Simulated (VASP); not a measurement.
# Li (Im-3m) in VASP: notebook

The runs below take Li through single point, with PBE+D3(BJ).

All numbers are computed with VASP 6.6.1; they aren't measurements. Logs are shortened: lines on timing, memory, paths and dates and some standing lists are left out, and cuts for length are marked.

## Step 1: The cell of the first run

The structure is cubic, space group Im-3m (No. 229). Conventional cell: a = 3.290 Å, b = 3.290 Å, c = 3.290 Å, α = 90.00°, β = 90.00°, γ = 90.00°. Li (site symmetry m-3m) has 14 Li at 2.85 to 3.29 Å within 3.8 Å.

## Step 2: Single point, PBE+D3(BJ) (volume scaled by 0.97)

INCAR reads:

```
SYSTEM = Li
PREC = Accurate
ENCUT = 520
EDIFF = 1E-6
ISMEAR = 0
SIGMA = 0.1
LREAL = .False.
LASPH = .True.
NELM = 100
ALGO = Normal
ISIF = 2
LWAVE = .False.
LCHARG = .False.
GGA = PE
IVDW = 12
NBANDS = 8
```

KPOINTS reads:

```
Automatic mesh
0
Gamma
  18 18 18
  0 0 0
```

POSCAR reads:

```
Li
1.0
   -1.6450438816      1.6450438816      1.6450438816
    1.6450438816     -1.6450438816      1.6450438816
    1.6450438816      1.6450438816     -1.6450438816
Li
1
Direct
    0.0000000000      0.0000000000      0.0000000000
```

Potentials or basis: VASP PAW PBE potentials, release 64 (Li_sv).

The run is started by

```bash
$ cat potpaw_PBE.64/Li_sv/POTCAR > POTCAR
$ mpirun -np 1 vasp_std > vasp.out
```

OUTCAR:

```text
SYSTEM = Li
   PREC = Accurate
   ENCUT = 520
   EDIFF = 1E-6
   ISMEAR = 0
   LREAL = .False.
   LASPH = .True.
   NELM = 100
   ISIF = 2
   GGA = PE
   IVDW = 12
 IVDW          = 12

 ion  position               nearest neighbor table
   1  0.000  0.000  0.000-

  LATTYP: Found a body centered cubic cell.
 ALAT       =     3.2900877632

  Lattice vectors:

 A1 = (  -1.6450438816,   1.6450438816,   1.6450438816)
 A2 = (   1.6450438816,  -1.6450438816,   1.6450438816)
 A3 = (   1.6450438816,   1.6450438816,  -1.6450438816)

Analysis of symmetry for initial positions (statically):
=====================================================================
 Subroutine PRICEL returns:
 Original cell was already a primitive cell.

 Routine SETGRP: Setting up the symmetry group for a
 body centered cubic supercell.

 Subroutine GETGRP returns: Found 48 space group operations
[... 9 lines left out ...]

 Routine SETGRP: Setting up the symmetry group for a
 body centered cubic supercell.

 Subroutine GETGRP returns: Found 48 space group operations
[... 11 lines left out ...]
                                     Primitive cell

  volume of cell :      17.8071

  direct lattice vectors                    reciprocal lattice vectors
    -1.645043882  1.645043882  1.645043882     0.000000000  0.303943260  0.303943260
     1.645043882 -1.645043882  1.645043882     0.303943260  0.000000000  0.303943260
     1.645043882  1.645043882 -1.645043882     0.303943260  0.303943260  0.000000000

  length of vectors
     2.849299584  2.849299584  2.849299584     0.429840680  0.429840680  0.429840680

  position of ions in fractional coordinates (direct lattice)
     0.000000000  0.000000000  0.000000000

  ion indices of the primitive-cell ions
   primitive index   ion index
                 1           1

----------------------------------------------------------------------------------------

 KPOINTS: Automatic mesh

Automatic generation of k-mesh.
 Grid dimensions read from file:
 generate k-points for:   18   18   18

 Generating k-lattice:

  Cartesian coordinates                     Fractional coordinates (reciprocal lattice)
     0.000000000  0.016885737  0.016885737     0.055555556  0.000000000  0.000000000
     0.016885737  0.000000000  0.016885737     0.000000000  0.055555556  0.000000000
     0.016885737  0.016885737  0.000000000     0.000000000  0.000000000  0.055555556

  Length of vectors
     0.023880038  0.023880038  0.023880038

  Shift w.r.t. Gamma in fractional coordinates (k-lattice)
     0.000000000  0.000000000  0.000000000

 Subroutine IBZKPT returns following result:
 ===========================================

 Found    195 irreducible k-points:

 Following reciprocal coordinates:
            Coordinates               Weight
  0.000000  0.000000  0.000000      1.000000
  0.055556  0.000000  0.000000     12.000000
  0.111111  0.000000  0.000000     12.000000
  0.166667  0.000000  0.000000     12.000000
  0.222222  0.000000  0.000000     12.000000
  0.277778  0.000000  0.000000     12.000000
[... 16 lines left out ...]
  0.333333  0.111111  0.000000     48.000000
  0.388889  0.111111  0.000000     48.000000
 [... further k-points ...]
   k-points           NKPTS =    195   k-points in BZ     NKDIM =    195   number of bands    NBANDS=      8
   number of dos      NEDOS =    301   number of ions     NIONS =      1
   total plane-waves  NPLWV =  13824
   dimension x,y,z NGX =    24 NGY =   24 NGZ =   24
   dimension x,y,z NGXF=    48 NGYF=   48 NGZF=   48
   ions per type =               1
   NGX,Y,Z   is equivalent  to a cutoff of  14.00, 14.00, 14.00 a.u.
   NGXF,Y,Z  is equivalent  to a cutoff of  28.01, 28.01, 28.01 a.u.
 SYSTEM =  Li
   PREC   = accura    normal or accurate (medium, high low for compatibility)
   ISTART =      0    job   : 0-new  1-cont  2-samecut
   ICHARG =      2    charge: 1-file 2-atom 10-const
   ISPIN  =      1    spin polarized calculation?
   LNONCOLLINEAR =      F non collinear calculations
   LSORBIT =      F    spin-orbit coupling
   LASPH  =      T    aspherical Exc in radial PAW
   ENCUT  =  520.0 eV  38.22 Ry    6.18 a.u.   5.30  5.30  5.30*2*pi/ulx,y,z
   NELM   =    100;   NELMIN=  2; NELMDL= -5     # of ELM steps
   EDIFF  = 0.1E-05   stopping-criterion for ELM
   LREAL  =      F    real-space projection
   EDIFFG = 0.1E-04   stopping-criterion for IOM
   NSW    =      0    number of steps for IOM
   IBRION =     -1    ionic relax: 0-MD 1-quasi-New 2-CG
   NFREE  =      0    steps in history (QN), initial steepest desc. (CG)
   ISIF   =      2    stress and relaxation
   ISYM   =      2    0-nonsym 1-usesym 2-fastsym
   POTIM  = 0.5000    time-step for ionic-motion
   TEBEG  =    0.0;   TEEND  =   0.0 temperature during run
   PSTRESS=    0.0 pullay stress
   NELECT =       3.0000    total number of electrons
   NUPDOWN=      -1.0000    fix difference up-down
   EMIN   =  10.00;   EMAX   =-10.00  energy-range for DOS
   EFERMI =   0.00;   METHOD = LEGACY
   ISMEAR =     0;   SIGMA  =   0.10  broadening in eV -4-tet -1-fermi 0-gaus
   EFERMI_NEDOS =   21; number of points for ismear=-14 and -15
   IALGO  =     38    algorithm
   IMIX   =      4    mixing-type and parameters
     AMIX     =   0.40;   BMIX     =  1.00
     AMIX_MAG =   1.60;   BMIX_MAG =  1.00
  volume/ion in A,a.u.               =      17.81       120.17
  Fermi-wavevector in a.u.,A,eV,Ry     =   0.904172  1.708638 11.123132  0.817527
  Thomas-Fermi vector in A             =   2.027587
   LORBIT       =      0    0 simple, 1 ext, 2 COOP (PROOUT), +10 PAW based schemes
   GGA     = PE    functional components
   LHFCALC =     F    Hartree Fock is set to
   AEXX    =    0.0000 exact exchange contribution
   IVDW    =    12    specifies the selected vdW correction
   LEPSILON=     F    determine dielectric tensor
   LRPA    =     F    only Hartree local field effects (RPA)
 non-spin polarized calculation
 Gauss-broadening in eV      SIGMA  =   0.10
  energy-cutoff  :      520.00
  volume of cell :       17.81
 maximum number of plane-waves:       490
 NGX is ok and might be reduce to    24
   NGX = 11   NGY = 11   NGZ = 11

 number of electron       2.9999996 magnetization

 Free energy of the ion-electron system (eV)
  ---------------------------------------------------
  ext. energy  EPLUGINS =         0.00000000
  ---------------------------------------------------
  free energy    TOTEN  =        -1.89005651 eV

  energy without entropy =       -1.88754608  energy(sigma->0) =       -1.88880130

 E-fermi :   1.0156     XC(G=0):  -7.3674

 val. band max:        0.9954442025   @ k =   0.2778   0.2222   0.0000
 cond. band min:       1.0389608263   @ k =   0.3889   0.0556   0.0556
 fundamental gap:      0.0435166238
 Fermi energy:         1.0156309354

 k-point     1 :       0.0000    0.0000    0.0000
  band No.  band energies     occupation
      1     -45.3074      2.00000
      2      -2.7148      2.00000
      3      17.0285      0.00000
      4      17.0285      0.00000
      5      17.0285      0.00000
      6      22.0766      0.00000
      7      22.0766      0.00000
      8      22.0767      0.00000

 k-point     2 :       0.0556    0.0000    0.0000
  band No.  band energies     occupation
      1     -45.3066      2.00000
      2      -2.6542      2.00000
      3      16.5885      0.00000
      4      16.6852      0.00000
      5      16.9107      0.00000
      6      20.9691      0.00000
      7      21.1573      0.00000
      8      22.3716      0.00000

 k-point     3 :       0.1111    0.0000    0.0000
  band No.  band energies     occupation
      1     -45.3038      2.00000
      2      -2.4717      2.00000
      3      15.2713      0.00000
      4      15.9223      0.00000
      5      16.5723      0.00000
      6      19.8781      0.00000
      7      19.9403      0.00000
      8      21.9218      0.00000

 k-point     4 :       0.1667    0.0000    0.0000
  band No.  band energies     occupation
      1     -45.2996      2.00000
      2      -2.1666      2.00000
      3      13.4293      0.00000
      4      15.0706      0.00000
      5      16.0752      0.00000
      6      18.8496      0.00000
      7      19.4160      0.00000
      8      21.8744      0.00000

 k-point     5 :       0.2222    0.0000    0.0000
  band No.  band energies     occupation
      1     -45.2943      2.00000
      2      -1.7392      2.00000
      3      11.4780      0.00000
      4      14.2764      0.00000
      5      15.5176      0.00000
      6      17.9182      0.00000
      7      19.2814      0.00000
      8      22.1622      0.00000

 k-point     6 :       0.2778    0.0000    0.0000
  band No.  band energies     occupation
      1     -45.2888      2.00000
      2      -1.1929      2.00000
      3       9.6026      0.00000
      4      13.5962      0.00000
      5      14.9856      0.00000
      6      17.1532      0.00000
      7      19.3254      0.00000
      8      22.7099      0.00000

 k-point     7 :       0.3333    0.0000    0.0000
  band No.  band energies     occupation
      1     -45.2835      2.00000
      2      -0.5382      2.00000
      3       7.8821      0.00000
      4      13.0542      0.00000
      5      14.5349      0.00000
      6      16.5570      0.00000
      7      19.4748      0.00000
      8      23.4565      0.00000
[... 133 lines left out ...]
 k-point    20 :       0.1667    0.1111   -0.0000
  band No.  band energies     occupation
      1     -45.2923      2.00000
      2      -1.5536      2.00000
      3      11.4630      0.00000
      4      12.8833      0.00000
      5      14.6158      0.00000
      6      19.2144      0.00000
      7      19.5390      0.00000
      8      22.3921      0.00000

 k-point    21 :       0.2222    0.1111    0.0000
  band No.  band energies     occupation
      1     -45.2871      2.00000
      2      -1.0040      2.00000
      3       9.6284      0.00000
      4      12.2193      0.00000
      5      14.0289      0.00000
      6      19.0379      0.00000
      7      19.5106      0.00000
      8      22.9043      0.00000

 k-point    22 :       0.2778    0.1111    0.0000
  band No.  band energies     occupation
      1     -45.2821      2.00000
      2      -0.3431      2.00000
      3       7.9221      0.00000
      4      11.6993      0.00000
      5      13.5474      0.00000
      6      18.7117      0.00000
      7      19.7260      0.00000
      8      23.5548      0.00000

 k-point    23 :       0.3333    0.1111    0.0000
  band No.  band energies     occupation
      1     -45.2781      2.00000
      2       0.3988      2.00000
      3       6.4171      0.00000
      4      11.3244      0.00000
      5      13.1924      0.00000
      6      18.4252      0.00000
      7      20.0188      0.00000
      8      24.2898      0.00000

 k-point    24 :       0.3889    0.1111    0.0000
  band No.  band energies     occupation
      1     -45.2755      2.00000
      2       1.1167      0.15280
      3       5.2358      0.00000
      4      11.0978      0.00000
      5      12.9756      0.00000
      6      18.2391      0.00000
      7      20.2738      0.00000
      8      25.0566      0.00000

 [... further k-points ...]

------------------------ aborting loop because EDIFF is reached ----------------------------------------

 Edisp (eV)   -0.19245

 E8    (eV) :    -0.0799

  FORCE on cell =-STRESS in cart. coord.  units (eV):
  Direction    XX          YY          ZZ          XY          YZ          ZX
  --------------------------------------------------------------------------------------
  -------------------------------------------------------------------------------------
  Total       0.04107     0.04107     0.04107     0.00000     0.00000    -0.00000
  in kB       3.69565     3.69565     3.69565     0.00000     0.00000    -0.00000
  external pressure =        3.70 kB  Pullay stress =        0.00 kB

 VOLUME and BASIS-vectors are now :
 -----------------------------------------------------------------------------
  energy-cutoff  :      520.00
  volume of cell :       17.81
      direct lattice vectors                 reciprocal lattice vectors
    -1.645043882  1.645043882  1.645043882     0.000000000  0.303943260  0.303943260
     1.645043882 -1.645043882  1.645043882     0.303943260  0.000000000  0.303943260
     1.645043882  1.645043882 -1.645043882     0.303943260  0.303943260  0.000000000

 POSITION                                       TOTAL-FORCE (eV/Angst)
 -----------------------------------------------------------------------------------
      0.00000      0.00000      0.00000         0.000000     -0.000000     -0.000000
 -----------------------------------------------------------------------------------
    total drift:                               -0.000000      0.000000      0.000000

  FREE ENERGIE OF THE ION-ELECTRON SYSTEM (eV)
  ---------------------------------------------------
  free  energy   TOTEN  =        -2.0825088843 eV

  energy  without entropy=       -2.0799984611  energy(sigma->0) =       -2.08125367
```

It took 19 s on 1 thread of AMD EPYC 7R13 (Zen 3), shared host; peak memory 0.12 GiB.

What came out:

| Property | Result |
| --- | --- |
| Free energy | -2.0825 eV |
| Dispersion energy per atom | -0.192 eV |

Levels at points of the mesh, in eV from the Fermi level:
| k point | band 1 | band 2 | band 3 | band 4 | band 5 | band 6 |
| --- | --- | --- | --- | --- | --- | --- |
| (0.00, 0.00, 0.00) | -46.32 | -3.73 | 16.01 | 16.01 | 16.01 | 21.06 |
| (0.50, 0.00, 0.00) | -46.29 | 0.21 | 3.71 | 11.33 | 12.90 | 14.77 |
| (0.50, 0.50, 0.50) | -46.27 | 6.00 | 6.00 | 6.00 | 8.36 | 8.36 |

Caveat: the cutoff is under 1.25 times the usual one of these potentials, so pressure, stress and relaxed cells hold a basis-set (Pulay) error; pairwise dispersion overbinds metals, which lowers pressure and volume.

## Step 3: Single point, PBE+D3(BJ) (volume scaled by 1.03)

INCAR reads:

```
SYSTEM = Li
ALGO = Fast ; EDIFF = 1E-6
ENCUT = 520 ; GGA = PE
ISIF = 2 ; ISMEAR = 0
IVDW = 12 ; LASPH = .True.
LCHARG = .True. ; LELF = .True.
LREAL = .False. ; LVHAR = .True.
LWAVE = .False. ; NBANDS = 8
NELM = 60 ; PREC = Accurate
SIGMA = 0.1
```

KPOINTS reads:

```
k-points
0
Gamma
  18 18 18
  0 0 0
```

POSCAR reads:

```
Li
1.0
   -1.6782860476      1.6782860476      1.6782860476
    1.6782860476     -1.6782860476      1.6782860476
    1.6782860476      1.6782860476     -1.6782860476
Li
1
Direct
    0.0000000000      0.0000000000      0.0000000000
```

Potentials or basis: VASP PAW PBE potentials, release 64 (Li_sv).

The run is started by

```bash
$ cat potpaw_PBE.64/Li_sv/POTCAR > POTCAR
$ mpirun -np 1 vasp_std > vasp.out
```

Wall time 23 s (1 thread of AMD EPYC 7R13 (Zen 3), shared host); peak memory 0.12 GiB.

The run converged. Its results:

```
Free energy                : -2.0827 eV
Dispersion energy per atom : -0.181 eV
```

Levels at points of the mesh, in eV from the Fermi level:
| k point | band 1 | band 2 | band 3 | band 4 | band 5 | band 6 |
| --- | --- | --- | --- | --- | --- | --- |
| (0.00, 0.00, 0.00) | -46.42 | -3.66 | 15.34 | 15.34 | 15.34 | 20.26 |
| (0.50, 0.00, 0.00) | -46.40 | 0.22 | 3.49 | 10.87 | 12.39 | 14.23 |
| (0.50, 0.50, 0.50) | -46.38 | 5.77 | 5.77 | 5.77 | 8.08 | 8.08 |

Caveat: the cutoff is under 1.25 times the usual one of these potentials, so pressure, stress and relaxed cells hold a basis-set (Pulay) error; pairwise dispersion overbinds metals, which lowers pressure and volume.

## Step 4: Single point, PBE+D3(BJ) (volume scaled by 1.06)

INCAR reads:

```
SYSTEM = Li
PREC = Accurate ; ENCUT = 520
EDIFF = 1E-7 ; ISMEAR = 0
SIGMA = 0.1 ; LREAL = .False.
LASPH = .True. ; NELM = 100
ALGO = Normal ; ISIF = 2
LWAVE = .False. ; LCHARG = .False.
GGA = PE ; IVDW = 12
NBANDS = 8
```

KPOINTS reads:

```
Automatic mesh
0
Gamma
  18 18 18
  0 0 0
```

POSCAR reads:

```
Li
1.0
   -1.6944244034      1.6944244034      1.6944244034
    1.6944244034     -1.6944244034      1.6944244034
    1.6944244034      1.6944244034     -1.6944244034
Li
1
Direct
    0.0000000000      0.0000000000      0.0000000000
```

The run is started by

```bash
$ cat potpaw_PBE.64/Li_sv/POTCAR > POTCAR
$ mpirun -np 1 vasp_std > vasp.out
```

Wall time 26 s (1 thread of AMD EPYC 7R13 (Zen 3), shared host); peak memory 0.12 GiB.

It converged, with:

```yaml
Free_energy: -2.0806 eV
Dispersion_energy_per_atom: -0.176 eV
```

Levels at points of the mesh, in eV from the Fermi level:
```
           k point  band 1  band 2  band 3  band 4
(0.00, 0.00, 0.00)  -46.47   -3.62   15.03   15.03
(0.50, 0.00, 0.00)  -46.44    0.23    3.39   10.65
(0.50, 0.50, 0.50)  -46.43    5.66    5.66    5.66
```

Caveat: the cutoff is under 1.25 times the usual one of these potentials, so pressure, stress and relaxed cells hold a basis-set (Pulay) error; pairwise dispersion overbinds metals, which lowers pressure and volume.

## Step 5: Single point, PBE+D3(BJ) (volume scaled by 1.10)

INCAR reads:

```
  ALGO = Fast
  EDIFF = 1E-7
  ENCUT = 520
  GGA = PE
  ISIF = 2
  ISMEAR = 0
  IVDW = 12
  LASPH = T
  LCHARG = T
  LELF = T
  LREAL = F
  LVHAR = T
  LWAVE = F
  NBANDS = 8
  NELM = 80
  PREC = Accurate
  SIGMA = 0.1
```

KPOINTS reads:

```
k-points
0
Gamma
  18 18 18
```

POSCAR reads:

```
Li
1.0
   -1.7154753062      1.7154753062      1.7154753062
    1.7154753062     -1.7154753062      1.7154753062
    1.7154753062      1.7154753062     -1.7154753062
Li
1
Direct
    0.0000000000      0.0000000000      0.0000000000
```

The run is started by

```bash
$ cat potpaw_PBE.64/Li_sv/POTCAR > POTCAR
$ mpirun -np 1 vasp_std > vasp.out
```

Wall time 47 s (1 thread of AMD EPYC 7R13 (Zen 3), shared host); peak memory 0.12 GiB.

The run converged. Its results:

| Property | Result |
| --- | --- |
| Free energy | -2.0759 eV |
| Dispersion energy per atom | -0.170 eV |

Levels at points of the mesh, in eV from the Fermi level:
```
           k point  band 1  band 2  band 3  band 4  band 5  band 6
(0.00, 0.00, 0.00)  -46.53   -3.57   14.64   14.64   14.64   19.42
(0.50, 0.00, 0.00)  -46.51    0.24    3.26   10.38   11.86   13.66
(0.50, 0.50, 0.50)  -46.50    5.53    5.53    5.53    7.78    7.78
```

Caveat: the cutoff is under 1.25 times the usual one of these potentials, so pressure, stress and relaxed cells hold a basis-set (Pulay) error; pairwise dispersion overbinds metals, which lowers pressure and volume.

## Step 6: Overview

| cell | gap on the mesh (eV) |
| --- | --- |
| a = 2.849 Å, angles 109.5°, 1 atom | none |
| a = 2.907 Å, angles 109.5°, 1 atom | none |
| a = 2.935 Å, angles 109.5°, 1 atom | none |
| a = 2.971 Å, angles 109.5°, 1 atom | none |

Alike in all rows: task single point; level PBE+D3(BJ); potentials or basis VASP PAW PBE potentials, release 64 (Li_sv); no spin polarisation; k mesh 18 × 18 × 18; cutoff (eV) 520; smearing gaussian 0.1 eV.

Caveats: the cutoff is under 1.25 times the usual one of these potentials, so pressure, stress and relaxed cells hold a basis-set (Pulay) error; pairwise dispersion overbinds metals, which lowers pressure and volume.

Absolute energies hang on the potentials; compare differences alone.
